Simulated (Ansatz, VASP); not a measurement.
# Ge: VASP beside Ansatz

```
Ge
1.0
     0.00000    2.80755    2.82877
     2.84999    0.00000    2.82877
     2.84999    2.80755    0.00000
Ge
2
Direct
  0.50000 0.50000 0.50000
  0.75000 0.75000 0.75000
```

Change from the starting cell: strain +0.0075 x Voigt [1, -1, 0, 0, 0, 0], atoms carried along.

Alike in both runs: task single point; functional PBEsol; k mesh 14 × 14 × 14; occupations gaussian, width 0.15 eV; no spin polarisation.

```csv
,VASP,Ansatz
version,VASP 6.6.1,Ansatz 0.2.0
potentials or method,"VASP PAW PBE potentials, release 64 (Ge_d), cutoff 520 eV","scalar-relativistic, plane waves, PAW"
valence electrons in the cell,28,28
```

Ansatz gave:

```
gap on the k mesh at the Fermi level (eV)                     : 0.06
least direct gap on the mesh (eV)                             : 0.06
pressure (GPa)                                                : 0.7
traceless stress, the component that is largest in VASP (GPa) : -0.54
```

Question: Estimate VASP's values.

Answer: gap on the k mesh at the Fermi level (eV): 0.06; least direct gap on the mesh (eV): 0.06; pressure (GPa): 0.6; traceless stress, the component that is largest in VASP (GPa): -0.54.

VASP's potentials were made for PBE, not for PBEsol.
